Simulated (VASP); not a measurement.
# NiPt4: single point with PBE

Crystal: NiPt4.

```xyz
5
Lattice="-3.0795 3.0795 1.9538 3.0795 -3.0795 1.9538 3.0795 3.0795 -1.9538" Properties=species:S:1:pos:R:3 pbc="T T T"
Ni    0.0000    0.0000    1.9538
Pt    1.2446    2.4366    1.9538
Pt    1.8349    0.6429    0.0000
Pt    2.4366   -1.2446    1.9538
Pt    0.6429    4.3241    0.0000
```

```json
{
  "Program": "VASP 6.6.1",
  "Task": "single point",
  "Functional": "PBE",
  "Potentials or basis": "VASP PAW PBE potentials, release 64 (Ni, Pt)",
  "Cutoff": "520 eV",
  "k mesh": "6 × 6 × 6",
  "Occupations": "gaussian, width 0.1 eV",
  "Spin": "collinear spin, ferromagnetic start",
  "Starting moments": "[0.82, 0.23, 0.23, 0.23, 0.23] μB",
  "Dipole correction": "no",
  "Further INCAR settings": "ALGO = Normal; EDIFF = 1e-07; NBANDS = 37"
}
```

The pressure is -0.5 GPa. The largest force is 0.011 eV/Å and the net moment is 1.49 μB per cell. The site moments are Ni +0.71; Pt +0.20 μB and the valence electrons inside the program's atomic spheres are Ni 9.08; Pt 9.26.

Forces in eV/Å, atoms in the order of the input:
```
Ni   0.000  0.000  0.000
Pt  -0.002  0.011  0.000
Pt   0.002 -0.011  0.000
Pt   0.011  0.002  0.000
Pt  -0.011 -0.002  0.000
```

Stress tensor (GPa, compression positive):
```
-0.51  0.00  0.00
 0.00 -0.51  0.00
 0.00  0.00 -0.61
```

Levels at points of the mesh, in eV from the Fermi level:
Spin up:
| k point | band 23 | band 24 | band 25 | band 26 | band 27 | band 28 | band 29 | band 30 |
| --- | --- | --- | --- | --- | --- | --- | --- | --- |
| (0.00, 0.00, 0.00) | -0.67 | -0.67 | -0.11 | 0.00 | 2.76 | 4.17 | 4.17 | 4.48 |
| (0.50, 0.00, 0.00) | -0.54 | -0.31 | -0.31 | -0.16 | -0.16 | 0.44 | 2.96 | 3.89 |
| (0.50, 0.50, 0.00) | -0.65 | -0.19 | -0.07 | 0.13 | 0.15 | 1.94 | 5.04 | 5.71 |
| (0.50, 0.50, 0.50) | -0.41 | -0.09 | -0.02 | 0.19 | 0.19 | 0.38 | 0.38 | 1.86 |
Spin down:
| k point | band 22 | band 23 | band 24 | band 25 | band 26 | band 27 |
| --- | --- | --- | --- | --- | --- | --- |
| (0.00, 0.00, 0.00) | -0.77 | -0.07 | -0.07 | 0.07 | 0.17 | 3.04 |
| (0.50, 0.00, 0.00) | -0.42 | -0.28 | -0.26 | 0.12 | 0.14 | 0.21 |
| (0.50, 0.50, 0.00) | -0.46 | -0.05 | 0.07 | 0.10 | 0.49 | 0.51 |
| (0.50, 0.50, 0.50) | -0.77 | 0.03 | 0.26 | 0.30 | 0.51 | 0.51 |

It took 3.8 min on 1 thread of Intel(R) Xeon(R) Platinum 8559C (Emerald Rapids), with other jobs on the host, peak memory 0.34 GiB.

Caveat: spin-orbit coupling is left out, which moves the levels of the heavy elements.
